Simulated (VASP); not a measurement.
# La (Fd-3m) in VASP: notebook, part 2 of 2

VASP 6.6.1. The steps go on from the part before.

### Step 3. Single point, PBE, collinear spin

This run uses another cell than the first one, of 37.24 Å³/atom.

INCAR

```
  ALGO = Normal
  EDIFF = 1E-6
  ENCUT = 520
  GGA = PE
  ISIF = 2
  ISMEAR = -1
  ISPIN = 2
  LASPH = True
  LCHARG = True
  LELF = True
  LMAXMIX = 6
  LORBIT = 11
  LREAL = False
  LVHAR = True
  LWAVE = False
  MAGMOM = 1 1
  NBANDS = 22
  NELM = 150
  PREC = Accurate
  SIGMA = 0.05
```

KPOINTS

```
k-points
0
Gamma
  13 13 13
```

POSCAR

```
La
1.0
    0.0000000000      3.3392829219      3.3392829219
    3.3392829219      0.0000000000      3.3392829219
    3.3392829219      3.3392829219      0.0000000000
La
2
Direct
    0.1250000000      0.1250000000      0.1250000000
    0.8750000000      0.8750000000      0.8750000000
```

Potentials or basis: VASP PAW PBE potentials, release 64 (La).

Launch:

```bash
$ cat potpaw_PBE.64/La/POTCAR > POTCAR
$ mpirun -np 1 vasp_std > vasp.out
```

Wall time 4.6 min (1 thread of Intel Xeon Platinum 8488C (Sapphire Rapids), shared host); peak memory 0.39 GiB.

Results (log left out):

| Quantity | Value |
| --- | --- |
| Free energy | -7.7439 eV |
| Pressure | 0.0 GPa |
| Band gap on the k mesh | zero (filled and empty bands overlap) |
| Net moment | 0.00 μB per cell |
| Valence electrons inside the program's atomic spheres | La 9.03 |

Levels at points of the mesh, in eV from the Fermi level:
Spin up:
| k point | band 8 | band 9 | band 10 | band 11 | band 12 | band 13 | band 14 | band 15 |
| --- | --- | --- | --- | --- | --- | --- | --- | --- |
| (0.00, 0.00, 0.00) | -15.64 | -2.37 | -0.73 | -0.73 | 0.90 | 0.90 | 0.90 | 1.58 |
Spin down:
| k point | band 9 | band 10 | band 11 | band 12 | band 13 | band 14 |
| --- | --- | --- | --- | --- | --- | --- |
| (0.00, 0.00, 0.00) | -2.37 | -0.73 | -0.73 | 0.90 | 0.90 | 0.90 |

Caveat: spin-orbit coupling is left out, which moves the levels of the heavy elements.

### Step 4. Relaxation of cell and atoms, PBE, collinear spin

This run uses another cell than the first one, of 50.51 Å³/atom.

INCAR

```
SYSTEM = La
PREC = Accurate ; ENCUT = 600
EDIFF = 1E-6 ; ISMEAR = -1
SIGMA = 0.05 ; LREAL = .False.
LASPH = .True. ; NELM = 150
ALGO = Normal ; ISIF = 3
LWAVE = .False. ; LCHARG = .False.
ISPIN = 2 ; MAGMOM = 1 1
LORBIT = 11 ; LMAXMIX = 6
GGA = PE ; IBRION = 2
NSW = 80 ; EDIFFG = -0.01
```

KPOINTS

```
Automatic mesh
0
Gamma
  8 8 8
  0 0 0
```

POSCAR

```
La
1.0
    0.0000000000      3.6965376151      3.6965376151
    3.6965376151      0.0000000000      3.6965376151
    3.6965376151      3.6965376151      0.0000000000
La
2
Direct
    0.1250000000      0.1250000000      0.1250000000
    0.8750000000      0.8750000000      0.8750000000
```

Launch:

```bash
$ cat potpaw_PBE.64/La/POTCAR > POTCAR
$ mpirun -np 1 vasp_std > vasp.out
```

It took 14 min on 1 thread of Intel Xeon Platinum 8488C (Sapphire Rapids), shared host; peak memory 0.42 GiB.

Results (log left out):

```yaml
Free_energy: -7.7465 eV
Relaxed_volume: 37.18 Å³/atom
Relaxed_cell: a = 4.720 Å, b = 4.720 Å, c = 4.720 Å, α = 60.00°, β = 60.00°, γ = 60.00°
Space_group_after_relaxing_to_0.1_Å: Fd-3m (No. 227)
Energy_gained_by_relaxing: 290.4 meV/atom
Ionic_steps: 12
Pressure_after_relaxing: 0.0 GPa
Band_gap_on_the_k_mesh: zero (filled and empty bands overlap)
Net_moment: 0.00 μB per cell
Valence_electrons_inside_the_program's_atomic_spheres: La 9.03
```

The path:
```tsv
step	energy change (eV)	largest force (eV/Å)	pressure (GPa)	volume (Å³)
1	0.0000	0.0000	-4.37	101.02
2	-0.4922	0.0000	-3.21	82.19
3	-0.5806	0.0000	0.39	74.17
4	-0.5802	0.0000	-0.36	74.95
5	-0.5803	0.0000	-0.33	74.89
6	-0.5805	0.0000	-0.20	74.71
7	-0.5805	0.0000	-0.19	74.70
8	-0.5806	0.0000	-0.19	74.66
9	-0.5806	0.0000	-0.16	74.59
10	-0.5807	0.0000	-0.06	74.46
11	-0.5806	0.0000	0.11	74.19
12	-0.5807	0.0000	0.00	74.37
```

Final structure:
```yaml
crystal:
  lattice:
    - [0.00000, 3.33776, 3.33776]
    - [3.33776, 0.00000, 3.33776]
    - [3.33776, 3.33776, 0.00000]
  atoms:
    - { symbol: La, position: [0.12500, 0.12500, 0.12500] }
    - { symbol: La, position: [0.87500, 0.87500, 0.87500] }
```

Levels at points of the mesh, in eV from the Fermi level:
Spin up:
| k point | band 9 | band 10 | band 11 | band 12 | band 13 | band 14 |
| --- | --- | --- | --- | --- | --- | --- |
| (0.00, 0.00, 0.00) | -2.38 | -0.75 | -0.75 | 0.89 | 0.89 | 0.89 |
| (0.50, 0.00, 0.00) | -1.17 | -0.62 | -0.62 | -0.22 | 0.05 | 0.05 |
| (0.50, 0.50, 0.00) | -1.72 | -1.72 | -0.12 | -0.12 | 0.75 | 0.75 |
Spin down:
```tsv
k point	band 7	band 8	band 9	band 10	band 11	band 12	band 13	band 14	band 15	band 16
(0.00, 0.00, 0.00)	-15.64	-15.64	-2.38	-0.75	-0.75	0.89	0.89	0.89	1.57	1.64
(0.50, 0.00, 0.00)	-15.24	-15.24	-1.17	-0.62	-0.62	-0.22	0.05	0.05	1.68	1.69
(0.50, 0.50, 0.00)	-14.80	-14.80	-1.72	-1.72	-0.12	-0.12	0.75	0.75	1.74	1.74
```

Caveat: the volume moved by over 15 % at a fixed basis, so the end points are rough; spin-orbit coupling is left out, which moves the levels of the heavy elements.

### Step 5. Single point, PBE, collinear spin (37.24 Å³/atom)

This run uses another cell than the first one, of 37.24 Å³/atom.

INCAR

```
SYSTEM = La
  PREC = Accurate
  ENCUT = 520
  EDIFF = 1E-7
  ISMEAR = -1
  SIGMA = 0.05
  LREAL = .False.
  LASPH = .True.
  NELM = 150
  ALGO = Normal
  ISIF = 2
  LWAVE = .False.
  LCHARG = .True.
  ISPIN = 2
  MAGMOM = 1 1
  LORBIT = 11
  LMAXMIX = 6
  GGA = PE
  LELF = .True.
  LVHAR = .True.
  NBANDS = 22
```

KPOINTS

```
Automatic mesh
0
Gamma
  13 13 13
  0 0 0
```

POSCAR

```
La
1.0
    0.0000000000      3.3392829122      3.3392829122
    3.3392829122      0.0000000000      3.3392829122
    3.3392829122      3.3392829122      0.0000000000
La
2
Direct
    0.1250000000      0.1250000000      0.1250000000
    0.8750000000      0.8750000000      0.8750000000
```

Potentials or basis: VASP PAW PBE potentials, release 64 (La).

Launch:

```bash
$ cat potpaw_PBE.64/La/POTCAR > POTCAR
$ mpirun -np 1 vasp_std > vasp.out
```

OUTCAR:

```text
SYSTEM = La
   PREC = Accurate
   ENCUT = 520
   EDIFF = 1E-7
   ISMEAR = -1
   LREAL = .False.
   LASPH = .True.
   NELM = 150
   ISIF = 2
   ISPIN = 2
   LORBIT = 11
   GGA = PE

 ion  position               nearest neighbor table
   1  0.125  0.125  0.125-   2 2.89   2 2.89   2 2.89   2 2.89
   2  0.875  0.875  0.875-   1 2.89   1 2.89   1 2.89   1 2.89

  LATTYP: Found a face centered cubic cell.
 ALAT       =     6.6785658244
[... 1422 lines left out ...]
  external PRESSURE =      -0.3450783 kB  Pullay stress =       0.0000000 kB

 VOLUME and BASIS-vectors are now :
 -----------------------------------------------------------------------------
  energy-cutoff  :      520.00
  volume of cell :       74.47
      direct lattice vectors                 reciprocal lattice vectors
     0.000000000  3.339282912  3.339282912    -0.149732746  0.149732746  0.149732746
     3.339282912  0.000000000  3.339282912     0.149732746 -0.149732746  0.149732746
     3.339282912  3.339282912  0.000000000     0.149732746  0.149732746 -0.149732746

 POSITION                                       TOTAL-FORCE (eV/Angst)
 -----------------------------------------------------------------------------------
      0.83482      0.83482      0.83482        -0.000000     -0.000000     -0.000000
      5.84375      5.84375      5.84375         0.000000      0.000000      0.000000
 -----------------------------------------------------------------------------------
    total drift:                               -0.000000      0.000000      0.000000

  FREE ENERGIE OF THE ION-ELECTRON SYSTEM (eV)
  ---------------------------------------------------
  free  energy   TOTEN  =        -7.7439249430 eV

  energy  without entropy=       -7.7299098087  energy(sigma->0) =       -7.73691738

 total charge

# of ion       s       p       d       f       tot
--------------------------------------------------
    1        1.979   5.520   1.310   0.219   9.028
    2        1.979   5.520   1.310   0.219   9.028
--------------------------------------------------
tot          3.959  11.040   2.620   0.438  18.056

 magnetization (x)

# of ion       s       p       d       f       tot
--------------------------------------------------
    1       -0.000   0.000  -0.000  -0.000  -0.000
    2       -0.000   0.000  -0.000  -0.000  -0.000
--------------------------------------------------
tot         -0.000   0.000  -0.000  -0.000  -0.000
```

Wall time 8.8 min (1 thread of Intel Xeon 8259CL, shared host); peak memory 0.4 GiB.

Results:

- Free energy: -7.7439 eV
- Pressure: 0.0 GPa
- Band gap on the k mesh: zero (filled and empty bands overlap)
- Net moment: 0.00 μB per cell
- Valence electrons inside the program's atomic spheres: La 9.03

Caveat: spin-orbit coupling is left out, which moves the levels of the heavy elements.

### Step 6. Single point, PBE, collinear spin (38.73 Å³/atom)

This run uses another cell than the first one, of 38.73 Å³/atom.

INCAR

```
SYSTEM = La
PREC = Accurate
ENCUT = 520
EDIFF = 1E-6
ISMEAR = -1
SIGMA = 0.05
LREAL = .False.
LASPH = .True.
NELM = 150
ALGO = Normal
ISIF = 2
LWAVE = .False.
LCHARG = .True.
ISPIN = 2
MAGMOM = 1 1
LORBIT = 11
LMAXMIX = 6
GGA = PE
LELF = .True.
LVHAR = .True.
NBANDS = 22
```

KPOINTS

```
regular mesh
0
Gamma
  13 13 13
  0 0 0
```

POSCAR

```
La
1.0
    0.0000000000      3.3832258845      3.3832258845
    3.3832258845      0.0000000000      3.3832258845
    3.3832258845      3.3832258845      0.0000000000
La
2
Direct
    0.1250000000      0.1250000000      0.1250000000
    0.8750000000      0.8750000000      0.8750000000
```

Potentials or basis: VASP PAW PBE potentials, release 64 (La).

Launch:

```bash
$ cat potpaw_PBE.64/La/POTCAR > POTCAR
$ mpirun -np 1 vasp_std > vasp.out
```

Run time: 9 min. Hardware: 1 thread of Intel Xeon 8259CL, shared host; peak memory 0.4 GiB.

The run converged. Its results:

| Property | Result |
| --- | --- |
| Free energy | -7.7288 eV |
| Pressure | -1.6 GPa |
| Band gap on the k mesh | zero (filled and empty bands overlap) |
| Net moment | 0.00 μB per cell |
| Valence electrons inside the program's atomic spheres | La 8.98 |

Levels at points of the mesh, in eV from the Fermi level:
Spin up:
```csv
k point,band 8,band 9,band 10,band 11,band 12,band 13,band 14,band 15
"(0.00, 0.00, 0.00)",-15.74,-2.37,-0.69,-0.69,0.87,0.87,0.87,1.50
```
Spin down:
```tsv
k point	band 9	band 10	band 11	band 12	band 13	band 14
(0.00, 0.00, 0.00)	-2.37	-0.69	-0.69	0.87	0.87	0.87
```

Caveat: spin-orbit coupling is left out, which moves the levels of the heavy elements.

### Step 7. Summary

```csv
task,cell,k mesh,cutoff (eV),gap on the mesh (eV),pressure (GPa),moment (μB)
single point,"a = 4.904 Å, angles 60.0°, 2 atoms",9 × 9 × 9,520,none,-3.4,0.00
single point,"a = 4.722 Å, angles 60.0°, 2 atoms",13 × 13 × 13,520,none,0.0,0.00
relaxation of cell and atoms,"relaxed from a = 5.228 Å, angles 60.0°, 2 atoms",8 × 8 × 8,600,none,0.0,0.00
single point,"a = 4.785 Å, angles 60.0°, 2 atoms",13 × 13 × 13,520,none,-1.6,0.00
```

Alike in all rows: level PBE; potentials or basis VASP PAW PBE potentials, release 64 (La); spin collinear; smearing fermi-dirac 0.05 eV.

Caveats: spin-orbit coupling is left out, which moves the levels of the heavy elements; the cell stands under tension (at least some runs); the volume moved by over 15 % at a fixed basis, so the end points are rough (at least some runs).

Absolute energies hang on the potentials; compare differences alone.
